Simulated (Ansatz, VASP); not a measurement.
# Ta in VASP and in Ansatz

INCAR

```
SYSTEM = Ta
PREC = Accurate
ENCUT = 520
EDIFF = 1E-6
ISMEAR = 0
SIGMA = 0.15
LREAL = .FALSE.
LASPH = .TRUE.
NELM = 60
ALGO = Normal
ISIF = 2
LWAVE = .FALSE.
LCHARG = .FALSE.
GGA = PE
NBANDS = 12
```

File KPOINTS:

```
Automatic mesh
0
G
  20 20 20
  0 0 0
```

Contents of POSCAR:

```
Ta
1.0
   -1.6760492000      1.6512800000      1.6512800000
    1.6760492000     -1.6512800000      1.6512800000
    1.6760492000      1.6512800000     -1.6512800000
Ta
1
Direct
    0.0000000000      0.0000000000      0.0000000000
```

Input for Ansatz:

```yaml
crystal:
  lattice:
    - [-1.6760492, 1.65128, 1.65128]
    - [1.6760492, -1.65128, 1.65128]
    - [1.6760492, 1.65128, -1.65128]
  atoms:
    - { symbol: Ta, position: [0.0, 0.0, 0.0] }
basis:
  ecutwfc: 420
kpoints:
  mp_grid: { grid: [20, 20, 20] }
hamiltonian:
  xc: pbe
scf:
  occupations: { method: gaussian, width: 0.15 }
output:
  forces: true
  stress: true
  eigenvalues: true
```

Change from the starting cell: strain +0.0150 x Voigt [1, 0, 0, 0, 0, 0], atoms carried along.

Alike in both runs: task single point; functional PBE; k mesh 20 × 20 × 20; occupations gaussian, width 0.15 eV; no spin polarisation.

```csv
,VASP,Ansatz
version,VASP 6.6.1,Ansatz 0.2.0
potentials or method,"VASP PAW PBE potentials, release 64 (Ta_pv), cutoff 520 eV","scalar-relativistic, plane waves, PAW"
valence electrons in the cell,11,13
```

Ansatz gave:

* gap on the k mesh at the Fermi level (eV): none
* pressure (GPa): 0.1
* traceless stress, the component that is largest in VASP (GPa): -1.16

Problem. What did VASP give for the same quantities?

Solution. gap on the k mesh at the Fermi level (eV): none; pressure (GPa): 0.2; traceless stress, the component that is largest in VASP (GPa): -1.16.

A gap of «none» marks a metal or a gap that the smearing closes. The functional is the same, so the differences come from potentials, cutoffs and numerics. VASP's potentials hold 11 valence electrons a cell and Ansatz's 13, so a difference there can come from the potentials and not from the codes.

Spin-orbit coupling is off throughout.
